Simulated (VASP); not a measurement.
# Sn3SeS2 (P-3m1) in VASP: notebook

Runs on Sn3SeS2. Level: PBE. Tasks: single point, relaxation of cell and atoms.

Everything below comes from runs of VASP 6.6.1. Logs are shortened: lines on timing, memory, paths and dates and some standing lists are left out, and cuts for length are marked.

### 1 The cell of the first run

It takes space group P-3m1 (No. 164, trigonal). Conventional cell: a = 4.187 Å, b = 4.187 Å, c = 10.227 Å, α = 90.00°, β = 90.00°, γ = 120.00°. Sn (site symmetry -3m) has 6 S at 2.93 Å within 3.9 Å. Sn (site symmetry 3m) has 3 S at 2.93 Å and 3 Se at 3.01 Å within 3.9 Å. Se (site symmetry -3m) has 6 Sn at 3.01 Å within 4.0 Å. Within 3.9 Å of S (site symmetry 3m) lie 6 Sn at 2.93 Å.

### 2 Single point, PBE

File INCAR:

```
SYSTEM = Sn3SeS2
ALGO = Normal ; EDIFF = 1E-7
ENCUT = 520 ; GGA = PE
ISIF = 2 ; ISMEAR = 0
LASPH = .True. ; LCHARG = .False.
LREAL = .False. ; LWAVE = .False.
NBANDS = 39 ; NELM = 60
PREC = Accurate ; SIGMA = 0.1
```

File KPOINTS:

```
k-points
0
Gamma
  6 6 2
  0 0 0
```

File POSCAR:

```
Sn3SeS2
1.0
    4.1874086012      0.0000000000      0.0000000000
   -2.0937043006      3.6264022247      0.0000000000
    0.0000000000      0.0000000000     10.2266676634
Sn Se S
3 1 2
Direct
    0.0000000000      0.0000000000      0.0000000000
    0.3333333333      0.6666666667      0.6757512160
    0.6666666667      0.3333333333      0.3242487840
    0.0000000000      0.0000000000      0.5000000000
    0.6666666667      0.3333333333      0.8380555996
    0.3333333333      0.6666666667      0.1619444004
```

Potentials or basis: VASP PAW PBE potentials, release 64 (Sn_d, Se, S).

The run is started by

```console
$ cat potpaw_PBE.64/Sn_d/POTCAR potpaw_PBE.64/Se/POTCAR potpaw_PBE.64/S/POTCAR > POTCAR
$ mpirun -np 1 vasp_std > vasp.out
```

OUTCAR:

```text
SYSTEM = Sn3SeS2
   EDIFF = 1E-7
   ENCUT = 520
   GGA = PE
   ISIF = 2
   ISMEAR = 0
   LASPH = .True.
   LREAL = .False.
   NELM = 60
   PREC = Accurate

 ion  position               nearest neighbor table
   1  0.000  0.000  0.000-   5 2.93   6 2.93   5 2.93   6 2.93   5 2.93   6 2.93
   2  0.333  0.667  0.676-   5 2.93   5 2.93   5 2.93   4 3.01   4 3.01   4 3.01
   3  0.667  0.333  0.324-   6 2.93   6 2.93   6 2.93   4 3.01   4 3.01   4 3.01
   4  0.000  0.000  0.500-   2 3.01   3 3.01   3 3.01   2 3.01   3 3.01   2 3.01
   5  0.667  0.333  0.838-   1 2.93   1 2.93   1 2.93   2 2.93   2 2.93   2 2.93
   6  0.333  0.667  0.162-   1 2.93   1 2.93   1 2.93   3 2.93   3 2.93   3 2.93

  LATTYP: Found a hexagonal cell.
 ALAT       =     4.1874086012
 C/A-ratio  =     2.4422425986

  Lattice vectors:

 A1 = (   4.1874086012,   0.0000000000,   0.0000000000)
 A2 = (  -2.0937043006,   3.6264022247,   0.0000000000)
 A3 = (   0.0000000000,   0.0000000000,  10.2266676634)

Analysis of symmetry for initial positions (statically):
=====================================================================
 Subroutine PRICEL returns:
 Original cell was already a primitive cell.

 Routine SETGRP: Setting up the symmetry group for a
 hexagonal supercell.

 Subroutine GETGRP returns: Found 12 space group operations
 (whereof 12 operations were pure point group operations)
 out of a pool of 24 trial point group operations.

The static configuration has the point symmetry D_3d.

Analysis of symmetry for dynamics (positions and initial velocities):
=====================================================================
 Subroutine PRICEL returns:
 Original cell was already a primitive cell.

 Routine SETGRP: Setting up the symmetry group for a
 hexagonal supercell.

 Subroutine GETGRP returns: Found 12 space group operations
 (whereof 12 operations were pure point group operations)
 out of a pool of 24 trial point group operations.

The dynamic configuration has the point symmetry D_3d.

 Subroutine INISYM returns: Found 12 space group operations
 (whereof 12 operations are pure point group operations),
 and found     1 'primitive' translations

----------------------------------------------------------------------------------------

                                     Primitive cell

  volume of cell :     155.2943

  direct lattice vectors                    reciprocal lattice vectors
     4.187408601  0.000000000  0.000000000     0.238811183  0.137877701  0.000000000
    -2.093704301  3.626402225  0.000000000     0.000000000  0.275755401  0.000000000
     0.000000000  0.000000000 10.226667663     0.000000000  0.000000000  0.097783563

  length of vectors
     4.187408601  4.187408601 10.226667663     0.275755401  0.275755401  0.097783563

  position of ions in fractional coordinates (direct lattice)
     0.000000000  0.000000000  0.000000000
     0.333333333  0.666666667  0.675751216
     0.666666667  0.333333333  0.324248784
     0.000000000  0.000000000  0.500000000
     0.666666667  0.333333333  0.838055600
     0.333333333  0.666666667  0.161944400

  ion indices of the primitive-cell ions
   primitive index   ion index
                 1           1
                 2           2
                 3           3
                 4           4
                 5           5
                 6           6

----------------------------------------------------------------------------------------

 KPOINTS: k-points

Automatic generation of k-mesh.
 Grid dimensions read from file:
 generate k-points for:    6    6    2

 Generating k-lattice:

  Cartesian coordinates                     Fractional coordinates (reciprocal lattice)
     0.039801864  0.022979617  0.000000000     0.166666667  0.000000000  0.000000000
     0.000000000  0.045959234  0.000000000     0.000000000  0.166666667  0.000000000
     0.000000000  0.000000000  0.048891781     0.000000000  0.000000000  0.500000000

  Length of vectors
     0.045959234  0.045959234  0.048891781

  Shift w.r.t. Gamma in fractional coordinates (k-lattice)
     0.000000000  0.000000000  0.000000000

 Subroutine IBZKPT returns following result:
 ===========================================

 Found     14 irreducible k-points:

 Following reciprocal coordinates:
            Coordinates               Weight
  0.000000  0.000000  0.000000      1.000000
  0.166667  0.000000  0.000000      6.000000
  0.333333  0.000000  0.000000      6.000000
  0.500000  0.000000  0.000000      3.000000
  0.166667  0.166667  0.000000      6.000000
  0.333333  0.166667  0.000000     12.000000
  0.333333  0.333333  0.000000      2.000000
  0.000000  0.000000  0.500000      1.000000
  0.166667  0.000000  0.500000      6.000000
  0.333333  0.000000  0.500000      6.000000
  0.500000  0.000000  0.500000      3.000000
  0.166667  0.166667  0.500000      6.000000
  0.333333  0.166667  0.500000     12.000000
  0.333333  0.333333  0.500000      2.000000
   k-points           NKPTS =     14   k-points in BZ     NKDIM =     14   number of bands    NBANDS=     39
   number of dos      NEDOS =    301   number of ions     NIONS =      6
   total plane-waves  NPLWV =  81920
   dimension x,y,z NGX =    32 NGY =   32 NGZ =   80
   dimension x,y,z NGXF=    64 NGYF=   64 NGZF=  160
   ions per type =               3   1   2
   NGX,Y,Z   is equivalent  to a cutoff of  12.70, 12.70, 13.00 a.u.
   NGXF,Y,Z  is equivalent  to a cutoff of  25.41, 25.41, 26.01 a.u.
 SYSTEM =  Sn3SeS2
   PREC   = accura    normal or accurate (medium, high low for compatibility)
   ISTART =      0    job   : 0-new  1-cont  2-samecut
   ICHARG =      2    charge: 1-file 2-atom 10-const
   ISPIN  =      1    spin polarized calculation?
   LNONCOLLINEAR =      F non collinear calculations
   LSORBIT =      F    spin-orbit coupling
   LASPH  =      T    aspherical Exc in radial PAW
   ENCUT  =  520.0 eV  38.22 Ry    6.18 a.u.   7.79  7.79 19.01*2*pi/ulx,y,z
   NELM   =     60;   NELMIN=  2; NELMDL= -5     # of ELM steps
   EDIFF  = 0.1E-06   stopping-criterion for ELM
   LREAL  =      F    real-space projection
   EDIFFG = 0.1E-05   stopping-criterion for IOM
   NSW    =      0    number of steps for IOM
   IBRION =     -1    ionic relax: 0-MD 1-quasi-New 2-CG
   NFREE  =      0    steps in history (QN), initial steepest desc. (CG)
   ISIF   =      2    stress and relaxation
   ISYM   =      2    0-nonsym 1-usesym 2-fastsym
   POTIM  = 0.5000    time-step for ionic-motion
   TEBEG  =    0.0;   TEEND  =   0.0 temperature during run
   PSTRESS=    0.0 pullay stress
   NELECT =      60.0000    total number of electrons
   NUPDOWN=      -1.0000    fix difference up-down
   EMIN   =  10.00;   EMAX   =-10.00  energy-range for DOS
   EFERMI =   0.00;   METHOD = LEGACY
   ISMEAR =     0;   SIGMA  =   0.10  broadening in eV -4-tet -1-fermi 0-gaus
   EFERMI_NEDOS =   21; number of points for ismear=-14 and -15
   IALGO  =     38    algorithm
   IMIX   =      4    mixing-type and parameters
     AMIX     =   0.40;   BMIX     =  1.00
     AMIX_MAG =   1.60;   BMIX_MAG =  1.00
  volume/ion in A,a.u.               =      25.88       174.66
  Fermi-wavevector in a.u.,A,eV,Ry     =   1.192358  2.253230 19.343651  1.421718
  Thomas-Fermi vector in A             =   2.328398
   LORBIT       =      0    0 simple, 1 ext, 2 COOP (PROOUT), +10 PAW based schemes
   GGA     = PE    functional components
   LHFCALC =     F    Hartree Fock is set to
   AEXX    =    0.0000 exact exchange contribution
   IVDW    =     0    specifies the selected vdW correction
   LEPSILON=     F    determine dielectric tensor
   LRPA    =     F    only Hartree local field effects (RPA)
 non-spin polarized calculation
 Gauss-broadening in eV      SIGMA  =   0.10
  energy-cutoff  :      520.00
  volume of cell :      155.29
 maximum number of plane-waves:      4212
 NGX is ok and might be reduce to    32
   NGX = 15   NGY = 15   NGZ = 39

 number of electron      60.0000004 magnetization

 Free energy of the ion-electron system (eV)
  ---------------------------------------------------
  ext. energy  EPLUGINS =         0.00000000
  ---------------------------------------------------
  free energy    TOTEN  =       -25.78641695 eV

  energy without entropy =      -25.78640678  energy(sigma->0) =      -25.78641186

 E-fermi :   6.2690     XC(G=0):  -9.6523

 val. band max:        6.0183942546   @ k =   0.5000   0.0000   0.5000
 cond. band min:       6.5191315522   @ k =   0.0000   0.0000   0.5000
 fundamental gap:      0.5007372976
 Fermi energy:         6.2690220852

 k-point     1 :       0.0000    0.0000    0.0000
  band No.  band energies     occupation
      1     -15.6604      2.00000
      2     -15.6566      2.00000
      3     -15.6566      2.00000
      4     -15.6540      2.00000
      5     -15.6540      2.00000
      6     -15.6487      2.00000
[... 31 lines left out ...]
     38      10.5534      0.00000
     39      10.5613      0.00000

 k-point     2 :       0.1667    0.0000    0.0000
  band No.  band energies     occupation
      1     -15.6607      2.00000
      2     -15.6586      2.00000
      3     -15.6551      2.00000
      4     -15.6544      2.00000
      5     -15.6522      2.00000
      6     -15.6509      2.00000
[... 31 lines left out ...]
     38       9.7768      0.00000
     39       9.8354      0.00000

 k-point     3 :       0.3333    0.0000    0.0000
  band No.  band energies     occupation
      1     -15.6710      2.00000
      2     -15.6613      2.00000
      3     -15.6559      2.00000
      4     -15.6559      2.00000
      5     -15.6530      2.00000
      6     -15.6505      2.00000
[... 412 lines left out ...]
 k-point    13 :       0.3333    0.1667    0.5000
  band No.  band energies     occupation
      1     -15.6707      2.00000
      2     -15.6626      2.00000
      3     -15.6585      2.00000
      4     -15.6573      2.00000
      5     -15.6523      2.00000
      6     -15.6474      2.00000
[... 31 lines left out ...]
     38      10.1433      0.00000
     39      10.8317      0.00000

 k-point    14 :       0.3333    0.3333    0.5000
  band No.  band energies     occupation
      1     -15.6672      2.00000
      2     -15.6672      2.00000
      3     -15.6557      2.00000
      4     -15.6541      2.00000
      5     -15.6481      2.00000
      6     -15.6481      2.00000
[... 31 lines left out ...]
     38      10.4610      0.00000
     39      10.4610      0.00000

------------------------ aborting loop because EDIFF is reached ----------------------------------------

  FORCE on cell =-STRESS in cart. coord.  units (eV):
  Direction    XX          YY          ZZ          XY          YZ          ZX
  --------------------------------------------------------------------------------------
  -------------------------------------------------------------------------------------
  Total       -0.3083179     -0.3083179     -0.1665047     -0.0000000      0.0000000      0.0000000
  in kB       -3.1809281     -3.1809281     -1.7178355     -0.0000000      0.0000000      0.0000000
  external PRESSURE =      -2.6932305 kB  Pullay stress =       0.0000000 kB

 VOLUME and BASIS-vectors are now :
 -----------------------------------------------------------------------------
  energy-cutoff  :      520.00
  volume of cell :      155.29
      direct lattice vectors                 reciprocal lattice vectors
     4.187408601  0.000000000  0.000000000     0.238811183  0.137877701  0.000000000
    -2.093704301  3.626402225  0.000000000     0.000000000  0.275755401  0.000000000
     0.000000000  0.000000000 10.226667663     0.000000000  0.000000000  0.097783563

 POSITION                                       TOTAL-FORCE (eV/Angst)
 -----------------------------------------------------------------------------------
      0.00000      0.00000      0.00000        -0.000000      0.000000     -0.000000
     -0.00000      2.41760      6.91068        -0.000000      0.000000     -0.006139
      2.09370      1.20880      3.31598         0.000000     -0.000000      0.006139
      0.00000      0.00000      5.11333        -0.000000      0.000000     -0.000000
      2.09370      1.20880      8.57052         0.000000     -0.000000      0.002413
     -0.00000      2.41760      1.65615        -0.000000      0.000000     -0.002413
 -----------------------------------------------------------------------------------
    total drift:                               -0.000000     -0.000000      0.000000

  FREE ENERGIE OF THE ION-ELECTRON SYSTEM (eV)
  ---------------------------------------------------
  free  energy   TOTEN  =       -25.7864169515 eV

  energy  without entropy=      -25.7864067775  energy(sigma->0) =      -25.78641186
```

Run time: 2.8 min. Hardware: 1 thread of AMD EPYC 7R13, shared host; peak memory 0.27 GiB.

Results:

```yaml
Free_energy: -25.7864 eV
Pressure: -0.3 GPa
Largest_force: 0.006 eV/Å
Band_gap_on_the_k_mesh: 0.50 eV
```

Forces in eV/Å, atoms in the order of the input:
```
Sn   0.000  0.000  0.000
Sn   0.000  0.000 -0.006
Sn   0.000  0.000  0.006
Se   0.000  0.000  0.000
S    0.000  0.000  0.002
S    0.000  0.000 -0.002
```

Levels at points of the mesh, in eV from the valence-band top:
```
           k point  band 27  band 28  band 29  band 30  band 31  band 32  band 33  band 34
(0.00, 0.00, 0.00)    -1.94    -1.94    -0.68    -0.64     1.40     1.47     1.85     1.85
(0.50, 0.00, 0.00)    -2.89    -2.57    -1.31    -1.30     1.44     1.58     2.32     2.43
(0.00, 0.00, 0.50)    -1.93    -1.66    -1.62    -0.01     0.50     1.35     1.35     3.11
(0.50, 0.00, 0.50)    -2.96    -2.18    -2.15     0.00     0.51     1.38     1.39     3.31
```

Caveat: spin-orbit coupling is left out, which moves the levels of the heavy elements. A k mesh can miss the band edges.

### 3 Single point, PBE

This run uses another cell than the first one, of 26.61 Å³/atom.

File INCAR:

```
SYSTEM = Sn3SeS2
ALGO = Normal
EDIFF = 1E-6
ENCUT = 520
GGA = PE
ISIF = 2
ISMEAR = 0
LASPH = .True.
LCHARG = .False.
LREAL = .False.
LWAVE = .False.
NBANDS = 39
NELM = 100
PREC = Accurate
SIGMA = 0.1
```

KPOINTS is that of step 2.

File POSCAR:

```
Sn3SeS2
1.0
    4.2223570800      0.0000000000      0.0000000000
   -2.1111785400      3.6566685000      0.0000000000
    0.0000000000      0.0000000000     10.3426203600
Sn Se S
3 1 2
Direct
    0.0000000000      0.0000000000      0.0000000000
    0.3333333300      0.6666666700      0.6666666700
    0.6666666700      0.3333333300      0.3333333300
    0.0000000000      0.0000000000      0.5000000000
    0.6666666700      0.3333333300      0.8333333300
    0.3333333300      0.6666666700      0.1666666700
```

Potentials or basis: VASP PAW PBE potentials, release 64 (Sn_d, Se, S).

The run is started by

```console
$ cat potpaw_PBE.64/Sn_d/POTCAR potpaw_PBE.64/Se/POTCAR potpaw_PBE.64/S/POTCAR > POTCAR
$ mpirun -np 1 vasp_std > vasp.out
```

It took 2.6 min on 1 thread of AMD EPYC 7R13, shared host; peak memory 0.28 GiB.

Results (log left out):

| Item | Value |
| --- | --- |
| Free energy | -25.7144 eV |
| Pressure | -1.5 GPa |
| Largest force | 0.510 eV/Å |
| Band gap on the k mesh | 0.38 eV |

Forces on the atoms (eV/Å):
```
Sn   0.000  0.000  0.000
Sn   0.000  0.000  0.510
Sn   0.000  0.000 -0.510
Se   0.000  0.000  0.000
S    0.000  0.000  0.016
S    0.000  0.000 -0.016
```

Levels at points of the mesh, in eV from the valence-band top:
```tsv
k point	band 27	band 28	band 29	band 30	band 31	band 32	band 33	band 34
(0.00, 0.00, 0.00)	-2.20	-2.20	-0.76	-0.60	1.28	1.44	1.81	1.81
(0.50, 0.00, 0.00)	-2.68	-2.64	-1.39	-1.26	1.36	1.57	2.20	2.45
(0.00, 0.00, 0.50)	-2.13	-1.68	-1.60	0.00	0.40	1.36	1.36	2.97
(0.50, 0.00, 0.50)	-2.91	-2.13	-2.13	0.00	0.38	1.37	1.37	3.13
```

Caveat: spin-orbit coupling is left out, which moves the levels of the heavy elements.

### 4 Relaxation of cell and atoms, PBE

This run uses another cell than the first one, of 26.61 Å³/atom.

File INCAR:

```
ALGO = Normal ; EDIFF = 1E-6
EDIFFG = -0.04 ; ENCUT = 600
GGA = PE ; IBRION = 2
ISIF = 3 ; ISMEAR = 0
LASPH = True ; LCHARG = False
LREAL = False ; LWAVE = False
NELM = 80 ; NSW = 90
PREC = Accurate ; SIGMA = 0.1
```

File KPOINTS:

```
k-points
0
Gamma
  6 6 2
```

POSCAR is that of step 3.

The run is started by

```console
$ cat potpaw_PBE.64/Sn_d/POTCAR potpaw_PBE.64/Se/POTCAR potpaw_PBE.64/S/POTCAR > POTCAR
$ mpirun -np 1 vasp_std > vasp.out
```

It took 16 min on 1 thread of AMD EPYC 7R13, shared host; peak memory 0.36 GiB.

It converged, with:

```yaml
Free_energy: -25.7875 eV
Relaxed_volume: 25.86 Å³/atom
Relaxed_cell: a = 4.180 Å, b = 4.180 Å, c = 10.254 Å, α = 90.00°, β = 90.00°, γ = 120.00°
Space_group_after_relaxing_to_0.1_Å: P-3m1 (No. 164)
Energy_gained_by_relaxing: 12.1 meV/atom
Ionic_steps: 8
Pressure_after_relaxing: -0.2 GPa
Largest_force_after_relaxing: 0.023 eV/Å
Band_gap_on_the_k_mesh: 0.49 eV (least direct gap 0.51 eV)
```

Forces on the atoms (eV/Å):
```
Sn   0.000  0.000  0.000
Sn   0.000  0.000  0.011
Sn   0.000  0.000 -0.011
Se   0.000  0.000  0.000
S    0.000  0.000  0.023
S    0.000  0.000 -0.023
```

Step by step:
```
step  energy change (eV)  largest force (eV/Å)  pressure (GPa)  volume (Å³)
   1              0.0000                0.5107           -1.47       159.69
   2             -0.0437                0.3792            0.27       154.11
   3             -0.0443                0.3590            0.51       153.37
   4             -0.0596                0.1876            0.30       153.90
   5             -0.0668                0.1678            0.05       154.53
   6             -0.0669                0.1731            0.03       154.60
   7             -0.0701                0.1171           -0.06       154.82
   8             -0.0726                0.0226           -0.19       155.18
```

Final structure:
```yaml
crystal:
  lattice:
    - [4.18039, 0.00000, 0.00000]
    - [-2.09019, 3.62032, 0.00000]
    - [0.00000, 0.00000, 10.25377]
  atoms:
    - { symbol: Sn, position: [0.00000, 0.00000, 0.00000] }
    - { symbol: Sn, position: [0.33333, 0.66667, 0.67526] }
    - { symbol: Sn, position: [0.66667, 0.33333, 0.32474] }
    - { symbol: Se, position: [0.00000, 0.00000, 0.50000] }
    - { symbol: S, position: [0.66667, 0.33333, 0.83744] }
    - { symbol: S, position: [0.33333, 0.66667, 0.16256] }
```

Levels at points of the mesh, in eV from the valence-band top:
```csv
k point,band 26,band 27,band 28,band 29,band 30,band 31,band 32,band 33,band 34,band 35
"(0.00, 0.00, 0.00)",-2.43,-1.95,-1.95,-0.67,-0.64,1.41,1.49,1.87,1.87,2.00
"(0.50, 0.00, 0.00)",-3.33,-2.89,-2.58,-1.33,-1.31,1.43,1.56,2.31,2.41,3.04
"(0.00, 0.00, 0.50)",-1.94,-1.94,-1.67,-1.64,0.00,0.51,1.37,1.37,3.10,3.11
"(0.50, 0.00, 0.50)",-2.98,-2.97,-2.20,-2.16,-0.01,0.49,1.36,1.37,3.30,3.34
```

Caveat: spin-orbit coupling is left out, which moves the levels of the heavy elements. A k mesh can miss the band edges.

(Part 1 of 2 ends here.)
